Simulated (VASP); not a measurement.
# Ga (P6_3/mmc) in VASP: notebook

The runs below take Ga through single point, relaxation of cell and atoms, with PBE.

All numbers are computed with VASP 6.6.1; they aren't measurements. Logs are shortened: lines on timing, memory, paths and dates and some standing lists are left out, and cuts for length are marked.

**1. The cell of the first run**

It takes space group P6_3/mmc (No. 194, hexagonal). Conventional cell: a = 3.010 Å, b = 3.010 Å, c = 4.868 Å, α = 90.00°, β = 90.00°, γ = 120.00°. Ga (site symmetry -6m2) has 12 Ga at 2.99 to 3.01 Å within 3.9 Å.

This isn't the form of Ga at room conditions, which is orthorhombic.

**2. Single point, PBE**

File INCAR:

```
SYSTEM = Ga
ALGO = Normal ; EDIFF = 1E-6
ENCUT = 520 ; GGA = PE
ISIF = 2 ; ISMEAR = -1
LASPH = .TRUE. ; LCHARG = .TRUE.
LELF = .TRUE. ; LREAL = .FALSE.
LVHAR = .TRUE. ; LWAVE = .FALSE.
NBANDS = 20 ; NELM = 80
PREC = Accurate ; SIGMA = 0.05
```

File KPOINTS:

```
k-points
0
G
  18 18 10
  0 0 0
```

File POSCAR:

```
Ga
1.0
    3.0104960252      0.0000000000      0.0000000000
   -1.5052480126      2.6071660358      0.0000000000
    0.0000000000      0.0000000000      4.8680663173
Ga
2
Direct
    0.3333333333      0.6666666667      0.2500000000
    0.6666666667      0.3333333333      0.7500000000
```

Potentials or basis: VASP PAW PBE potentials, release 64 (Ga_d).

Command:

```sh
cat potpaw_PBE.64/Ga_d/POTCAR > POTCAR
mpirun -np 1 vasp_std > vasp.out
```

OUTCAR:

```text
SYSTEM = Ga
   EDIFF = 1E-6
   ENCUT = 520
   GGA = PE
   ISIF = 2
   ISMEAR = -1
   LASPH = .TRUE.
   LREAL = .FALSE.
   NELM = 80
   PREC = Accurate

 ion  position               nearest neighbor table
   1  0.333  0.667  0.250-
   2  0.667  0.333  0.750-

  LATTYP: Found a hexagonal cell.
 ALAT       =     3.0104960252
 C/A-ratio  =     1.6170313053

  Lattice vectors:

 A1 = (   3.0104960252,   0.0000000000,   0.0000000000)
 A2 = (  -1.5052480126,   2.6071660358,   0.0000000000)
 A3 = (   0.0000000000,   0.0000000000,   4.8680663173)

Analysis of symmetry for initial positions (statically):
=====================================================================
 Subroutine PRICEL returns:
 Original cell was already a primitive cell.

 Routine SETGRP: Setting up the symmetry group for a
 hexagonal supercell.

 Subroutine GETGRP returns: Found 24 space group operations
 (whereof 12 operations were pure point group operations)
 out of a pool of 24 trial point group operations.

The static configuration has the point symmetry D_3d.
 The point group associated with its full space group is D_6h.

Analysis of symmetry for dynamics (positions and initial velocities):
=====================================================================
 Subroutine PRICEL returns:
 Original cell was already a primitive cell.

 Routine SETGRP: Setting up the symmetry group for a
 hexagonal supercell.

 Subroutine GETGRP returns: Found 24 space group operations
 (whereof 12 operations were pure point group operations)
 out of a pool of 24 trial point group operations.

The dynamic configuration has the point symmetry D_3d.
 The point group associated with its full space group is D_6h.

 Subroutine INISYM returns: Found 24 space group operations
 (whereof 12 operations are pure point group operations),
 and found     1 'primitive' translations

----------------------------------------------------------------------------------------

                                     Primitive cell

  volume of cell :      38.2088

  direct lattice vectors                    reciprocal lattice vectors
     3.010496025  0.000000000  0.000000000     0.332171174  0.191779117  0.000000000
    -1.505248013  2.607166036  0.000000000     0.000000000  0.383558234  0.000000000
     0.000000000  0.000000000  4.868066317     0.000000000  0.000000000  0.205420373

  length of vectors
     3.010496025  3.010496025  4.868066317     0.383558234  0.383558234  0.205420373

  position of ions in fractional coordinates (direct lattice)
     0.333333333  0.666666667  0.250000000
     0.666666667  0.333333333  0.750000000

  ion indices of the primitive-cell ions
   primitive index   ion index
                 1           1
                 2           2

----------------------------------------------------------------------------------------

 KPOINTS: k-points

Automatic generation of k-mesh.
 Grid dimensions read from file:
 generate k-points for:   18   18   10

 Generating k-lattice:

  Cartesian coordinates                     Fractional coordinates (reciprocal lattice)
     0.018453954  0.010654395  0.000000000     0.055555556  0.000000000  0.000000000
     0.000000000  0.021308791  0.000000000     0.000000000  0.055555556  0.000000000
     0.000000000  0.000000000  0.020542037     0.000000000  0.000000000  0.100000000

  Length of vectors
     0.021308791  0.021308791  0.020542037

  Shift w.r.t. Gamma in fractional coordinates (k-lattice)
     0.000000000  0.000000000  0.000000000

 Subroutine IBZKPT returns following result:
 ===========================================

 Found    222 irreducible k-points:

 Following reciprocal coordinates:
            Coordinates               Weight
  0.000000  0.000000  0.000000      1.000000
  0.055556 -0.000000  0.000000      6.000000
  0.111111 -0.000000  0.000000      6.000000
  0.166667  0.000000  0.000000      6.000000
  0.222222 -0.000000  0.000000      6.000000
  0.277778  0.000000  0.000000      6.000000
[... 16 lines left out ...]
  0.333333  0.111111  0.000000     12.000000
  0.388889  0.111111  0.000000     12.000000
 [... further k-points ...]
   k-points           NKPTS =    222   k-points in BZ     NKDIM =    222   number of bands    NBANDS=     20
   number of dos      NEDOS =    301   number of ions     NIONS =      2
   total plane-waves  NPLWV =  20736
   dimension x,y,z NGX =    24 NGY =   24 NGZ =   36
   dimension x,y,z NGXF=    48 NGYF=   48 NGZF=   72
   ions per type =               2
   NGX,Y,Z   is equivalent  to a cutoff of  13.25, 13.25, 12.29 a.u.
   NGXF,Y,Z  is equivalent  to a cutoff of  26.51, 26.51, 24.59 a.u.
 SYSTEM =  Ga
   PREC   = accura    normal or accurate (medium, high low for compatibility)
   ISTART =      0    job   : 0-new  1-cont  2-samecut
   ICHARG =      2    charge: 1-file 2-atom 10-const
   ISPIN  =      1    spin polarized calculation?
   LNONCOLLINEAR =      F non collinear calculations
   LSORBIT =      F    spin-orbit coupling
   LASPH  =      T    aspherical Exc in radial PAW
   ENCUT  =  520.0 eV  38.22 Ry    6.18 a.u.   5.60  5.60  9.05*2*pi/ulx,y,z
   NELM   =     80;   NELMIN=  2; NELMDL= -5     # of ELM steps
   EDIFF  = 0.1E-05   stopping-criterion for ELM
   LREAL  =      F    real-space projection
   EDIFFG = 0.1E-04   stopping-criterion for IOM
   NSW    =      0    number of steps for IOM
   IBRION =     -1    ionic relax: 0-MD 1-quasi-New 2-CG
   NFREE  =      0    steps in history (QN), initial steepest desc. (CG)
   ISIF   =      2    stress and relaxation
   ISYM   =      2    0-nonsym 1-usesym 2-fastsym
   POTIM  = 0.5000    time-step for ionic-motion
   TEBEG  =    0.0;   TEEND  =   0.0 temperature during run
   PSTRESS=    0.0 pullay stress
   NELECT =      26.0000    total number of electrons
   NUPDOWN=      -1.0000    fix difference up-down
   EMIN   =  10.00;   EMAX   =-10.00  energy-range for DOS
   EFERMI =   0.00;   METHOD = LEGACY
   ISMEAR =    -1;   SIGMA  =   0.05  broadening in eV -4-tet -1-fermi 0-gaus
   EFERMI_NEDOS =   21; number of points for ismear=-14 and -15
   IALGO  =     38    algorithm
   IMIX   =      4    mixing-type and parameters
     AMIX     =   0.40;   BMIX     =  1.00
     AMIX_MAG =   1.60;   BMIX_MAG =  1.00
  volume/ion in A,a.u.               =      19.10       128.92
  Fermi-wavevector in a.u.,A,eV,Ry     =   1.439942  2.721095 28.210751  2.073432
  Thomas-Fermi vector in A             =   2.558741
   LORBIT       =      0    0 simple, 1 ext, 2 COOP (PROOUT), +10 PAW based schemes
   GGA     = PE    functional components
   LHFCALC =     F    Hartree Fock is set to
   AEXX    =    0.0000 exact exchange contribution
   IVDW    =     0    specifies the selected vdW correction
   LEPSILON=     F    determine dielectric tensor
   LRPA    =     F    only Hartree local field effects (RPA)
 non-spin polarized calculation
  energy-cutoff  :      520.00
  volume of cell :       38.21
 maximum number of plane-waves:      1050
 NGX is ok and might be reduce to    24
   NGX = 11   NGY = 11   NGZ = 19

 number of electron      26.0000022 magnetization

 Free energy of the ion-electron system (eV)
  ---------------------------------------------------
  ext. energy  EPLUGINS =         0.00000000
  ---------------------------------------------------
  free energy    TOTEN  =        -5.75908325 eV

  energy without entropy =       -5.75122514  energy(sigma->0) =       -5.75515420

 E-fermi :   5.4764     XC(G=0): -10.9584

 val. band max:        5.4754914602   @ k =   0.2778   0.2222   0.1000
 cond. band min:       5.4941169932   @ k =   0.3333   0.0556   0.5000
 fundamental gap:      0.0186255331
 Fermi energy:         5.4764453138

 k-point     1 :       0.0000    0.0000    0.0000
  band No.  band energies     occupation
      1      -9.5145      2.00000
      2      -9.4384      2.00000
      3      -9.4263      2.00000
      4      -9.4263      2.00000
      5      -9.4043      2.00000
      6      -9.4043      2.00000
[... 12 lines left out ...]
     19      19.0677      0.00000
     20      19.4349      0.00000

 k-point     2 :       0.0556   -0.0000    0.0000
  band No.  band energies     occupation
      1      -9.5106      2.00000
      2      -9.4439      2.00000
      3      -9.4205      2.00000
      4      -9.4195      2.00000
      5      -9.4044      2.00000
      6      -9.3989      2.00000
[... 12 lines left out ...]
     19      19.3960      0.00000
     20      19.6807      0.00000

 k-point     3 :       0.1111   -0.0000    0.0000
  band No.  band energies     occupation
      1      -9.5031      2.00000
      2      -9.4510      2.00000
      3      -9.4104      2.00000
      4      -9.4037      2.00000
      5      -9.3998      2.00000
      6      -9.3833      2.00000
[... 12 lines left out ...]
     19      18.2435      0.00000
     20      20.5995      0.00000

 k-point     4 :       0.1667    0.0000    0.0000
  band No.  band energies     occupation
      1      -9.5049      2.00000
      2      -9.4483      2.00000
      3      -9.4120      2.00000
      4      -9.3999      2.00000
      5      -9.3900      2.00000
      6      -9.3792      2.00000
[... 12 lines left out ...]
     19      17.2899      0.00000
     20      19.9871      0.00000

 k-point     5 :       0.2222   -0.0000    0.0000
  band No.  band energies     occupation
      1      -9.5199      2.00000
      2      -9.4415      2.00000
      3      -9.4229      2.00000
      4      -9.4085      2.00000
      5      -9.4021      2.00000
      6      -9.3520      2.00000
[... 12 lines left out ...]
     19      16.8128      0.00000
     20      19.4986      0.00000
[... 353 lines left out ...]
      6      -9.3379      2.00000
[... 12 lines left out ...]
     19      16.9006      0.00000
     20      17.2283      0.00000

 k-point    22 :       0.2778    0.1111    0.0000
  band No.  band energies     occupation
      1      -9.5345      2.00000
      2      -9.4829      2.00000
      3      -9.4500      2.00000
      4      -9.4273      2.00000
      5      -9.3775      2.00000
      6      -9.3367      2.00000
[... 12 lines left out ...]
     19      16.3355      0.00000
     20      16.7937      0.00000

 k-point    23 :       0.3333    0.1111    0.0000
  band No.  band energies     occupation
      1      -9.5494      2.00000
      2      -9.5049      2.00000
      3      -9.4515      2.00000
      4      -9.4324      2.00000
      5      -9.3619      2.00000
      6      -9.3491      2.00000
[... 12 lines left out ...]
     19      15.9580      0.00000
     20      16.4817      0.00000

 k-point    24 :       0.3889    0.1111    0.0000
  band No.  band energies     occupation
      1      -9.5591      2.00000
      2      -9.5192      2.00000
      3      -9.4542      2.00000
      4      -9.4352      2.00000
      5      -9.3572      2.00000
      6      -9.3497      2.00000
[... 12 lines left out ...]
     19      15.7386      0.00000
     20      16.2942      0.00000

 [... further k-points ...]

------------------------ aborting loop because EDIFF is reached ----------------------------------------

  FORCE on cell =-STRESS in cart. coord.  units (eV):
  Direction    XX          YY          ZZ          XY          YZ          ZX
  --------------------------------------------------------------------------------------
  -------------------------------------------------------------------------------------
  Total        0.0102514      0.0102514      0.0094087      0.0000000     -0.0000000      0.0000000
  in kB        0.4298621      0.4298621      0.3945266      0.0000000     -0.0000000      0.0000000
  external PRESSURE =       0.4180836 kB  Pullay stress =       0.0000000 kB

 VOLUME and BASIS-vectors are now :
 -----------------------------------------------------------------------------
  energy-cutoff  :      520.00
  volume of cell :       38.21
      direct lattice vectors                 reciprocal lattice vectors
     3.010496025  0.000000000  0.000000000     0.332171174  0.191779117  0.000000000
    -1.505248013  2.607166036  0.000000000     0.000000000  0.383558234  0.000000000
     0.000000000  0.000000000  4.868066317     0.000000000  0.000000000  0.205420373

 POSITION                                       TOTAL-FORCE (eV/Angst)
 -----------------------------------------------------------------------------------
     -0.00000      1.73811      1.21702         0.000000      0.000000     -0.000000
      1.50525      0.86906      3.65105        -0.000000     -0.000000      0.000000
 -----------------------------------------------------------------------------------
    total drift:                               -0.000000      0.000000      0.000000

  FREE ENERGIE OF THE ION-ELECTRON SYSTEM (eV)
  ---------------------------------------------------
  free  energy   TOTEN  =        -5.7590832539 eV

  energy  without entropy=       -5.7512251361  energy(sigma->0) =       -5.75515420
```

It took 42 s on 1 thread of Intel Xeon 6975P-C (Granite Rapids), shared host; peak memory 0.25 GiB.

What came out:

- Free energy: -5.7591 eV
- Pressure: 0.0 GPa
- Band gap on the k mesh: zero (bands 13 and 14 overlap by 7.46 eV)

Levels at points of the mesh, in eV from the Fermi level:
```csv
k point,band 9,band 10,band 11,band 12,band 13,band 14,band 15,band 16,band 17,band 18
"(0.00, 0.00, 0.00)",-14.71,-14.71,-10.98,-4.86,-3.89,9.40,9.40,11.37,11.37,12.44
"(0.50, 0.00, 0.00)",-14.70,-14.69,-5.67,-4.85,0.39,0.67,1.02,3.13,4.76,8.24
"(0.00, 0.00, 0.50)",-14.76,-14.76,-9.35,-9.35,3.71,3.71,10.59,10.59,10.59,10.59
"(0.50, 0.00, 0.50)",-14.70,-14.70,-4.13,-4.13,-3.12,-3.12,6.45,6.45,7.34,7.34
```

**3. Relaxation of cell and atoms, PBE**

This run uses another cell than the first one, of 12.06 Å³/atom.

File INCAR:

```
PREC = Accurate
ENCUT = 600
EDIFF = 1E-6
ISMEAR = -1
SIGMA = 0.05
LREAL = False
LASPH = True
NELM = 60
ALGO = Normal
ISIF = 3
LWAVE = False
LCHARG = False
GGA = PE
IBRION = 2
NSW = 100
EDIFFG = -0.005
```

File KPOINTS:

```
Automatic mesh
0
Gamma
  18 18 10
```

File POSCAR:

```
Ga
1.0
    2.5811249152      0.0000000000      0.0000000000
   -1.2905624576      2.2353197469      0.0000000000
    0.0000000000      0.0000000000      4.1814223626
Ga
2
Direct
    0.3333333333      0.6666666667      0.2500000000
    0.6666666667      0.3333333333      0.7500000000
```

Potentials or basis: VASP PAW PBE potentials, release 64 (Ga_d).

Command:

```sh
cat potpaw_PBE.64/Ga_d/POTCAR > POTCAR
mpirun -np 1 vasp_std > vasp.out
```

Wall time 3.1 min (1 thread of Intel Xeon 6975P-C (Granite Rapids), shared host); peak memory 0.23 GiB.

The run converged. Its results:

- Free energy: -5.7530 eV
- Relaxed volume: 19.03 Å³/atom
- Relaxed cell: a = 3.008 Å, b = 3.008 Å, c = 4.858 Å, α = 90.00°, β = 90.00°, γ = 120.00°
- Space group after relaxing (to 0.1 Å): P6_3/mmc (No. 194)
- Energy gained by relaxing: 941.5 meV/atom
- Ionic steps: 9
- Pressure after relaxing: 0.0 GPa
- Band gap on the k mesh: zero (bands 13 and 14 overlap by 7.51 eV)

The path:
```tsv
step	energy change (eV)	largest force (eV/Å)	pressure (GPa)	volume (Å³)
1	0.0000	0.0000	67.36	24.13
2	-1.6885	0.0000	-6.07	46.52
3	-1.8786	0.0000	1.31	37.08
4	-1.8823	0.0000	-0.39	38.37
5	-1.8826	0.0000	0.15	38.04
6	-1.8828	0.0000	0.09	38.04
7	-1.8830	0.0000	0.06	38.06
8	-1.8830	0.0000	0.04	38.06
9	-1.8830	0.0000	-0.01	38.06
```

Final structure:
```
Ga
1.0
     3.00767    0.00000    0.00000
    -1.50384    2.60472    0.00000
     0.00000    0.00000    4.85831
Ga
2
Direct
  0.33333 0.66667 0.25000
  0.66667 0.33333 0.75000
```

Levels at points of the mesh, in eV from the Fermi level:
```csv
k point,band 10,band 11,band 12,band 13,band 14,band 15,band 16,band 17
"(0.00, 0.00, 0.00)",-14.72,-11.01,-4.85,-3.91,9.42,9.42,11.40,11.40
"(0.50, 0.00, 0.00)",-14.69,-5.68,-4.87,0.41,0.68,1.02,3.13,4.76
"(0.00, 0.00, 0.50)",-14.76,-9.38,-9.38,3.74,3.74,10.61,10.61,10.61
"(0.50, 0.00, 0.50)",-14.70,-4.13,-4.13,-3.13,-3.13,6.46,6.46,7.38
```

Caveat: the volume moved by over 15 % at a fixed basis, so the end points are rough.
